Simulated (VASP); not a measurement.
# Ir (Fm-3m) in VASP: settings compared

Ir is run at these levels: PBEsol+D3(BJ), PBE; tasks: single point.

Everything below comes from runs of VASP 6.6.1. Logs are shortened: lines on timing, memory, paths and dates and some standing lists are left out, and cuts for length are marked.

## (1) The cell of the first run

Symmetry: Fm-3m, No. 225, cubic system. Conventional cell: a = 3.831 Å, b = 3.831 Å, c = 3.831 Å, α = 90.00°, β = 90.00°, γ = 90.00°. Within 3.6 Å of Ir (site symmetry m-3m) lie 12 Ir at 2.71 Å.

## (2) Single point, PBEsol+D3(BJ), non-collinear spin, typed start, spin-orbit coupling

INCAR

```
ALGO = Normal ; EDIFF = 1E-6
ENCUT = 560 ; GGA = PS
GGA_COMPAT = F ; ISIF = 2
ISMEAR = -1 ; IVDW = 12
LASPH = T ; LCHARG = T
LMAXMIX = 4 ; LORBIT = 11
LORBMOM = T ; LREAL = F
LSORBIT = T ; LVHAR = T
LWAVE = F ; MAGMOM = 0.424 0.424 0
NBANDS = 28 ; NELM = 200
PREC = Accurate ; SIGMA = 0.01
```

KPOINTS

```
k-points
0
Gamma
  12 12 12
```

POSCAR

```
Ir
1.0
    0.0000000000      1.9156000000      1.9156000000
    1.9156000000      0.0000000000      1.9156000000
    1.9156000000      1.9156000000      0.0000000000
Ir
1
Direct
    0.0000000000      0.0000000000      0.0000000000
```

Potentials or basis: VASP PAW PBE potentials, release 64 (Ir_sv_GW).

The run is started by

```sh
cat potpaw_PBE.64/Ir_sv_GW/POTCAR > POTCAR
mpirun -np 1 vasp_ncl > vasp.out
```

OUTCAR:

```text
EDIFF = 1E-6
   ENCUT = 560
   GGA = PS
   ISIF = 2
   ISMEAR = -1
   IVDW = 12
   LASPH = T
   LORBIT = 11
   LREAL = F
   LSORBIT = T
   NELM = 200
   PREC = Accurate
 IVDW          = 12

 ion  position               nearest neighbor table
   1  0.000  0.000  0.000-

  LATTYP: Found a face centered cubic cell.
 ALAT       =     3.8312000000

  Lattice vectors:

 A1 = (   0.0000000000,   1.9156000000,   1.9156000000)
 A2 = (   1.9156000000,   0.0000000000,   1.9156000000)
 A3 = (   1.9156000000,   1.9156000000,   0.0000000000)

Analysis of symmetry for initial positions (statically):
=====================================================================
 Subroutine PRICEL returns:
 Original cell was already a primitive cell.

 Routine SETGRP: Setting up the symmetry group for a
 face centered cubic supercell.

 Subroutine GETGRP returns: Found 48 space group operations
 (whereof 48 operations were pure point group operations)
 out of a pool of 48 trial point group operations.

The static configuration has the point symmetry O_h .

Analysis of symmetry for dynamics (positions and initial velocities):
=====================================================================
 Subroutine PRICEL returns:
 Original cell was already a primitive cell.

 Routine SETGRP: Setting up the symmetry group for a
 face centered cubic supercell.

 Subroutine GETGRP returns: Found 48 space group operations
 (whereof 48 operations were pure point group operations)
 out of a pool of 48 trial point group operations.

The dynamic configuration has the point symmetry O_h .

Analysis of structural, dynamic, and magnetic symmetry:
=====================================================================
 Subroutine PRICEL returns:
 Original cell was already a primitive cell.

 Routine SETGRP: Setting up the symmetry group for a
 face centered cubic supercell.

 Subroutine GETGRP returns: Found  4 space group operations
 (whereof  4 operations were pure point group operations)
 out of a pool of 48 trial point group operations.

The overall configuration has the point symmetry C_2h.

 Subroutine INISYM returns: Found  4 space group operations
 (whereof  4 operations are pure point group operations),
 and found     1 'primitive' translations

----------------------------------------------------------------------------------------

                                     Primitive cell

  volume of cell :      14.0587

  direct lattice vectors                    reciprocal lattice vectors
     0.000000000  1.915600000  1.915600000    -0.261014826  0.261014826  0.261014826
     1.915600000  0.000000000  1.915600000     0.261014826 -0.261014826  0.261014826
     1.915600000  1.915600000  0.000000000     0.261014826  0.261014826 -0.261014826

  length of vectors
     2.709067500  2.709067500  2.709067500     0.452090940  0.452090940  0.452090940

  position of ions in fractional coordinates (direct lattice)
     0.000000000  0.000000000  0.000000000

  ion indices of the primitive-cell ions
   primitive index   ion index
                 1           1

----------------------------------------------------------------------------------------

 KPOINTS: k-points

Automatic generation of k-mesh.
 Grid dimensions read from file:
 generate k-points for:   12   12   12

 Generating k-lattice:

  Cartesian coordinates                     Fractional coordinates (reciprocal lattice)
    -0.021751235  0.021751235  0.021751235     0.083333333  0.000000000  0.000000000
     0.021751235 -0.021751235  0.021751235     0.000000000  0.083333333  0.000000000
     0.021751235  0.021751235 -0.021751235     0.000000000  0.000000000  0.083333333

  Length of vectors
     0.037674245  0.037674245  0.037674245

  Shift w.r.t. Gamma in fractional coordinates (k-lattice)
     0.000000000  0.000000000  0.000000000

 Subroutine IBZKPT returns following result:
[... 54 lines left out ...]
   NFREE  =      0    steps in history (QN), initial steepest desc. (CG)
   ISIF   =      2    stress and relaxation
   ISYM   =      2    0-nonsym 1-usesym 2-fastsym
   POTIM  = 0.5000    time-step for ionic-motion
   TEBEG  =    0.0;   TEEND  =   0.0 temperature during run
   PSTRESS=    0.0 pullay stress
   NELECT =      17.0000    total number of electrons
   NUPDOWN=      -1.0000    fix difference up-down
   EMIN   =  10.00;   EMAX   =-10.00  energy-range for DOS
   EFERMI =   0.00;   METHOD = LEGACY
   ISMEAR =    -1;   SIGMA  =   0.01  broadening in eV -4-tet -1-fermi 0-gaus
   EFERMI_NEDOS =   21; number of points for ismear=-14 and -15
   IALGO  =     38    algorithm
   IMIX   =      4    mixing-type and parameters
     AMIX     =   0.40;   BMIX     =  1.00
     AMIX_MAG =   1.60;   BMIX_MAG =  1.00
  volume/ion in A,a.u.               =      14.06        94.87
  Fermi-wavevector in a.u.,A,eV,Ry     =   1.744120  3.295909 41.388295  3.041954
  Thomas-Fermi vector in A             =   2.816061
   LORBIT       =     11    0 simple, 1 ext, 2 COOP (PROOUT), +10 PAW based schemes
   GGA     = PS    functional components
   LHFCALC =     F    Hartree Fock is set to
   AEXX    =    0.0000 exact exchange contribution
   IVDW    =    12    specifies the selected vdW correction
   LEPSILON=     F    determine dielectric tensor
   LRPA    =     F    only Hartree local field effects (RPA)
  energy-cutoff  :      560.00
  volume of cell :       14.06
 maximum number of plane-waves:       888
 NGX is ok and might be reduce to    24
   NGX = 11   NGY = 11   NGZ = 11

 number of electron      17.0000000 magnetization       0.0011887      0.0011887     -0.0000000

 number of electron      17.0000000 magnetization      -0.0009423     -0.0009423      0.0000000

 number of electron      17.0000000 magnetization       0.0000145      0.0000145      0.0000000

 number of electron      17.0000000 magnetization      -0.0000030     -0.0000030     -0.0000000

 Free energy of the ion-electron system (eV)
  ---------------------------------------------------
  ext. energy  EPLUGINS =         0.00000000
  ---------------------------------------------------
  free energy    TOTEN  =       -12.44991683 eV

  energy without entropy =      -12.44959063  energy(sigma->0) =      -12.44975373

 E-fermi :  13.0176     XC(G=0): -14.7456

 val. band max:       13.0053504317   @ k =   0.0833   0.0833   0.3333
 cond. band min:      13.0309112251   @ k =   0.0833   0.0833  -0.2500
 fundamental gap:      0.0255607935
 Fermi energy:        13.0175735640

 k-point     1 :       0.0000    0.0000    0.0000
  band No.  band energies     occupation
      1     -80.1905      1.00000
      2     -80.1905      1.00000
      3     -45.0863      1.00000
      4     -45.0862      1.00000
      5     -32.7304      1.00000
      6     -32.7304      1.00000
[... 733 lines left out ...]
     27      33.4457      0.00000
     28      33.4457      0.00000

 [... further k-points ...]

------------------------ aborting loop because EDIFF is reached ----------------------------------------

 Edisp (eV)   -0.71927

 E8    (eV) :    -0.4967

  FORCE on cell =-STRESS in cart. coord.  units (eV):
  Direction    XX          YY          ZZ          XY          YZ          ZX
  --------------------------------------------------------------------------------------
  -------------------------------------------------------------------------------------
  Total      -0.79311    -0.79311    -0.79310     0.00001    -0.00000     0.00000
  in kB     -90.38542   -90.38542   -90.38460     0.00069    -0.00002     0.00001
  external pressure =      -90.39 kB  Pullay stress =        0.00 kB

 VOLUME and BASIS-vectors are now :
 -----------------------------------------------------------------------------
  energy-cutoff  :      560.00
  volume of cell :       14.06
      direct lattice vectors                 reciprocal lattice vectors
     0.000000000  1.915600000  1.915600000    -0.261014826  0.261014826  0.261014826
     1.915600000  0.000000000  1.915600000     0.261014826 -0.261014826  0.261014826
     1.915600000  1.915600000  0.000000000     0.261014826  0.261014826 -0.261014826

 POSITION                                       TOTAL-FORCE (eV/Angst)
 -----------------------------------------------------------------------------------
      0.00000      0.00000      0.00000         0.000000      0.000000      0.000000
 -----------------------------------------------------------------------------------
    total drift:                                0.000000      0.000000      0.000000

  FREE ENERGIE OF THE ION-ELECTRON SYSTEM (eV)
  ---------------------------------------------------
  free  energy   TOTEN  =       -13.1691852319 eV

  energy  without entropy=      -13.1688590341  energy(sigma->0) =      -13.16902213

 orbital moment (x)

 # of ion     p       d       f       tot
 ------------------------------------------------
  1         0.000  -0.000   0.000  -0.000
 ------------------------------------------------
            0.000  -0.000   0.000  -0.000

 orbital moment (y)

 # of ion     p       d       f       tot
 ------------------------------------------------
  1         0.000  -0.000   0.000  -0.000
 ------------------------------------------------
            0.000  -0.000   0.000  -0.000

 orbital moment (z)

 # of ion     p       d       f       tot
 ------------------------------------------------
  1        -0.000   0.000   0.000  -0.000
 ------------------------------------------------
           -0.000   0.000   0.000  -0.000

 Spin-Orbit-Coupling matrix elements

 Ion:    1  E_soc:     -4.0357394
 l=   1
     0.0000000    -0.5927024    -0.5927026
    -0.5927024     0.0000000    -0.5927024
    -0.5927026    -0.5927024     0.0000000
 l=   2
     0.0000000    -0.0139571     0.0000000    -0.0139571    -0.0659547
    -0.0139571     0.0000000    -0.0494660    -0.0139571    -0.0164887
     0.0000000    -0.0494660     0.0000000    -0.0494660     0.0000000
    -0.0139571    -0.0139571    -0.0494660     0.0000000    -0.0164887
    -0.0659547    -0.0164887     0.0000000    -0.0164887     0.0000000
 l=   3
     0.0000000    -0.0000014     0.0000000     0.0000000     0.0000000    -0.0000014    -0.0000040
    -0.0000014     0.0000000    -0.0000023     0.0000000    -0.0000023    -0.0000037    -0.0000014
     0.0000000    -0.0000023     0.0000000    -0.0000028    -0.0000012    -0.0000010     0.0000000
     0.0000000     0.0000000    -0.0000028     0.0000000    -0.0000028     0.0000000     0.0000000
     0.0000000    -0.0000023    -0.0000012    -0.0000028     0.0000000    -0.0000010     0.0000000
    -0.0000014    -0.0000037    -0.0000010     0.0000000    -0.0000010     0.0000000    -0.0000014
    -0.0000040    -0.0000014     0.0000000     0.0000000     0.0000000    -0.0000014     0.0000000

 total charge

# of ion       s       p       d       f       tot
--------------------------------------------------
    1        4.055   6.132   6.301   0.026  16.513

 magnetization (x)

# of ion       s       p       d       f       tot
--------------------------------------------------
    1       -0.000   0.000  -0.000   0.000  -0.000

 magnetization (y)

# of ion       s       p       d       f       tot
--------------------------------------------------
    1       -0.000   0.000  -0.000   0.000  -0.000

 magnetization (z)

# of ion       s       p       d       f       tot
--------------------------------------------------
    1        0.000   0.000   0.000   0.000   0.000
```

It took 6.7 min on 1 thread of AMD EPYC 7R13 (Zen 3), shared host; peak memory 0.41 GiB.

Results:

- Free energy: -13.1692 eV
- Pressure: -9.0 GPa
- Net moment: 0.00 μB per cell
- Valence electrons inside the program's atomic spheres: Ir 16.51
- Dispersion energy per atom: -0.719 eV

Moments on the atoms (μB; x, y, z):
```
Ir  0.00 0.00 0.00
```

Caveat: the cell stands under tension; the PAW data sets were made with another functional, which shifts forces and pressure a little.

## (3) Single point, PBE, non-collinear spin, zero start, spin-orbit coupling

INCAR

```
SYSTEM = Ir
PREC = Accurate
ENCUT = 560
EDIFF = 1E-6
ISMEAR = -1
SIGMA = 0.05
LREAL = .False.
LASPH = .True.
NELM = 200
ALGO = Normal
ISIF = 2
LWAVE = .False.
LCHARG = .False.
MAGMOM = 0 0 0
LORBIT = 11
LSORBIT = .True.
GGA_COMPAT = .False.
LORBMOM = .True.
LMAXMIX = 4
GGA = PE
NBANDS = 28
```

KPOINTS

```
Automatic mesh
0
Gamma
  12 12 12
  0 0 0
```

POSCAR is that of step 2.

Potentials or basis: VASP PAW PBE potentials, release 64 (Ir_sv_GW).

The run is started by

```sh
cat potpaw_PBE.64/Ir_sv_GW/POTCAR > POTCAR
mpirun -np 1 vasp_ncl > vasp.out
```

OUTCAR:

```text
SYSTEM = Ir
   PREC = Accurate
   ENCUT = 560
   EDIFF = 1E-6
   ISMEAR = -1
   LREAL = .False.
   LASPH = .True.
   NELM = 200
   ISIF = 2
   LORBIT = 11
   LSORBIT = .True.
   GGA = PE

 ion  position               nearest neighbor table
   1  0.000  0.000  0.000-

  LATTYP: Found a face centered cubic cell.
 ALAT       =     3.8312000000

  Lattice vectors:

 A1 = (   0.0000000000,   1.9156000000,   1.9156000000)
 A2 = (   1.9156000000,   0.0000000000,   1.9156000000)
 A3 = (   1.9156000000,   1.9156000000,   0.0000000000)

Analysis of symmetry for initial positions (statically):
=====================================================================
 Subroutine PRICEL returns:
 Original cell was already a primitive cell.

 Routine SETGRP: Setting up the symmetry group for a
 face centered cubic supercell.

 Subroutine GETGRP returns: Found 48 space group operations
 (whereof 48 operations were pure point group operations)
 out of a pool of 48 trial point group operations.

The static configuration has the point symmetry O_h .

Analysis of symmetry for dynamics (positions and initial velocities):
=====================================================================
 Subroutine PRICEL returns:
 Original cell was already a primitive cell.

 Routine SETGRP: Setting up the symmetry group for a
 face centered cubic supercell.

 Subroutine GETGRP returns: Found 48 space group operations
 (whereof 48 operations were pure point group operations)
 out of a pool of 48 trial point group operations.

The dynamic configuration has the point symmetry O_h .

Analysis of structural, dynamic, and magnetic symmetry:
=====================================================================
 Subroutine PRICEL returns:
 Original cell was already a primitive cell.

 Routine SETGRP: Setting up the symmetry group for a
 face centered cubic supercell.

[... 916 lines left out ...]
  external PRESSURE =     111.3480294 kB  Pullay stress =       0.0000000 kB

 VOLUME and BASIS-vectors are now :
 -----------------------------------------------------------------------------
  energy-cutoff  :      560.00
  volume of cell :       14.06
      direct lattice vectors                 reciprocal lattice vectors
     0.000000000  1.915600000  1.915600000    -0.261014826  0.261014826  0.261014826
     1.915600000  0.000000000  1.915600000     0.261014826 -0.261014826  0.261014826
     1.915600000  1.915600000  0.000000000     0.261014826  0.261014826 -0.261014826

 POSITION                                       TOTAL-FORCE (eV/Angst)
 -----------------------------------------------------------------------------------
      0.00000      0.00000      0.00000         0.000000      0.000000     -0.000000
 -----------------------------------------------------------------------------------
    total drift:                               -0.000000      0.000000     -0.000000

  FREE ENERGIE OF THE ION-ELECTRON SYSTEM (eV)
  ---------------------------------------------------
  free  energy   TOTEN  =       -11.4547265833 eV

  energy  without entropy=      -11.4490769072  energy(sigma->0) =      -11.45190175

 orbital moment (x)

 # of ion     p       d       f       tot
 ------------------------------------------------
  1         0.000   0.000   0.000   0.000
 ------------------------------------------------
            0.000   0.000   0.000   0.000

 orbital moment (y)

 # of ion     p       d       f       tot
 ------------------------------------------------
  1         0.000   0.000   0.000   0.000
 ------------------------------------------------
            0.000   0.000   0.000   0.000

 orbital moment (z)

 # of ion     p       d       f       tot
 ------------------------------------------------
  1         0.000   0.000   0.000   0.000
 ------------------------------------------------
            0.000   0.000   0.000   0.000

 Spin-Orbit-Coupling matrix elements

 Ion:    1  E_soc:     -4.0363512
 l=   1
     0.0000000    -0.5919559    -0.5919559
    -0.5919559     0.0000000    -0.5919559
    -0.5919559    -0.5919559     0.0000000
 l=   2
     0.0000000    -0.0139324     0.0000000    -0.0139324    -0.0668281
    -0.0139324     0.0000000    -0.0501210    -0.0139324    -0.0167070
     0.0000000    -0.0501210     0.0000000    -0.0501210     0.0000000
    -0.0139324    -0.0139324    -0.0501210     0.0000000    -0.0167070
    -0.0668281    -0.0167070     0.0000000    -0.0167070     0.0000000
 l=   3
     0.0000000    -0.0000014     0.0000000     0.0000000     0.0000000    -0.0000013    -0.0000040
    -0.0000014     0.0000000    -0.0000023     0.0000000    -0.0000023    -0.0000036    -0.0000014
     0.0000000    -0.0000023     0.0000000    -0.0000028    -0.0000012    -0.0000011     0.0000000
     0.0000000     0.0000000    -0.0000028     0.0000000    -0.0000028     0.0000000     0.0000000
     0.0000000    -0.0000023    -0.0000012    -0.0000028     0.0000000    -0.0000011     0.0000000
    -0.0000013    -0.0000036    -0.0000011     0.0000000    -0.0000011     0.0000000    -0.0000013
    -0.0000040    -0.0000014     0.0000000     0.0000000     0.0000000    -0.0000013     0.0000000

 total charge

# of ion       s       p       d       f       tot
--------------------------------------------------
    1        3.855   6.132   6.311   0.026  16.324

 magnetization (x)

# of ion       s       p       d       f       tot
--------------------------------------------------
    1        0.000   0.000   0.000   0.000   0.000

 magnetization (y)

# of ion       s       p       d       f       tot
--------------------------------------------------
    1        0.000  -0.000   0.000   0.000   0.000

 magnetization (z)

# of ion       s       p       d       f       tot
--------------------------------------------------
    1        0.000  -0.000   0.000   0.000  -0.000
```

It took 34 s on 1 thread of Intel Xeon Platinum 8488C (Sapphire Rapids), shared host; peak memory 0.23 GiB.

Results:

```
Free energy                                           : -11.4547 eV
Pressure                                              : 11.1 GPa
Net moment                                            : 0.00 μB per cell
Valence electrons inside the program's atomic spheres : Ir 16.32
```

Moments on the atoms (μB; x, y, z):
```
Ir  0.00 0.00 0.00
```

Caveat: the cell stands under pressure.
